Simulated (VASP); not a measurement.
C: single point with RPBE

Crystal: C.

```
C
1.0
     2.47061    0.00000    0.00000
    -1.23531    2.13961    0.00000
     0.00000    0.00000    8.06895
C
8
Direct
  0.66667 0.33333 0.84375
  0.33333 0.66667 0.34375
  0.66667 0.33333 0.65625
  0.33333 0.66667 0.15625
  0.00000 0.00000 0.90625
  0.00000 0.00000 0.40625
  0.00000 0.00000 0.59375
  0.00000 0.00000 0.09375
```

```
Program                : VASP 6.6.1
Task                   : single point
Functional             : RPBE
Potentials or basis    : VASP PAW PBE potentials, release 64 (C)
Cutoff                 : 520 eV
k mesh                 : 12 × 12 × 4
Occupations            : fermi-dirac, width 0.05 eV
Spin                   : no spin polarisation
Dipole correction      : no
Further INCAR settings : ALGO = Normal; EDIFF = 1e-06; NBANDS = 26
```

```
Pressure               : 40.3 GPa
Largest force          : 0.368 eV/Å
Band gap on the k mesh : 4.55 eV (least direct gap 5.31 eV)
```

Forces in eV/Å, atoms in the order of the input:
```
C    0.000  0.000  0.353
C    0.000  0.000  0.353
C    0.000  0.000 -0.353
C    0.000  0.000 -0.353
C    0.000  0.000  0.368
C    0.000  0.000  0.368
C    0.000  0.000 -0.368
C    0.000  0.000 -0.368
```

Stress tensor (GPa, compression positive):
```
35.52  0.00  0.00
 0.00 35.52  0.00
 0.00  0.00 49.91
```

Levels at points of the mesh, in eV from the valence-band top:
```csv
k point,band 13,band 14,band 15,band 16,band 17,band 18,band 19,band 20
"(0.00, 0.00, 0.00)",-1.86,-0.24,0.00,0.00,5.31,5.31,5.89,7.21
"(0.50, 0.00, 0.00)",-5.33,-4.81,-3.95,-3.12,4.58,5.83,6.01,6.17
"(0.00, 0.00, 0.50)",-0.73,-0.73,-0.73,-0.73,6.15,6.15,6.15,6.15
"(0.50, 0.00, 0.50)",-5.01,-5.01,-3.90,-3.90,4.95,4.95,7.31,7.31
```

Run time: 32 s on 1 thread of Intel(R) Xeon(R) Platinum 8559C (Emerald Rapids), on a shared host, peak memory 0.16 GiB.

Caveat: the stress differs along the axes, from 36 to 50 GPa; the PAW data sets were made with another functional, which shifts forces and pressure a little. A k mesh can miss the band edges.
